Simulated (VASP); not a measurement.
A run of VASP 6.6.1:

INCAR

```
SYSTEM = LaSb
PREC     = Accurate       ! precision mode
ENCUT    = 600            ! plane-wave cutoff, eV
EDIFF    = 1E-6           ! SCF threshold, eV
ISMEAR   = -1             ! smearing method
SIGMA    = 0.05           ! smearing width, eV
LREAL    = .FALSE.        ! projectors in reciprocal space
LASPH    = .TRUE.         ! aspherical terms in the spheres
NELM     = 100            ! most SCF steps
ALGO     = Normal         ! electronic algorithm
ISIF     = 3              ! what is computed and relaxed
LWAVE    = .FALSE.        ! write WAVECAR
LCHARG   = .FALSE.        ! write CHGCAR
GGA      = PS             ! functional
IBRION   = 2              ! ionic algorithm
NSW      = 100            ! ionic steps
EDIFFG   = -0.002         ! ionic threshold
PSTRESS  = 10.0
```

The input KPOINTS:

```
regular mesh
0
G
  12 12 12
  0 0 0
```

Contents of POSCAR:

```
LaSb
1.0
    0.0000000000      3.2265567033      3.2265567033
    3.2265567033      0.0000000000      3.2265567033
    3.2265567033      3.2265567033      0.0000000000
La Sb
1 1
Direct
    0.0000000000      0.0000000000      0.0000000000
    0.5000000000      0.5000000000      0.5000000000
```

Potentials or basis: VASP PAW PBE potentials, release 64 (La, Sb).

Launch:

```console
$ cat potpaw_PBE.64/La/POTCAR potpaw_PBE.64/Sb/POTCAR > POTCAR
$ mpirun -np 1 vasp_std > vasp.out
```

Hardware: 1 thread of Intel(R) Xeon(R) Platinum 8259CL CPU @ 2.50GHz (Skylake/Cascade Lake), with other jobs on the host.

Q: Estimate the wall time of this run.

A: Wall time 3.6 min on 1 thread of Intel(R) Xeon(R) Platinum 8259CL CPU @ 2.50GHz (Skylake/Cascade Lake) (shared host), peak memory 0.29 GiB. Counts: scf iterations 33, k points 72, ion steps 3.
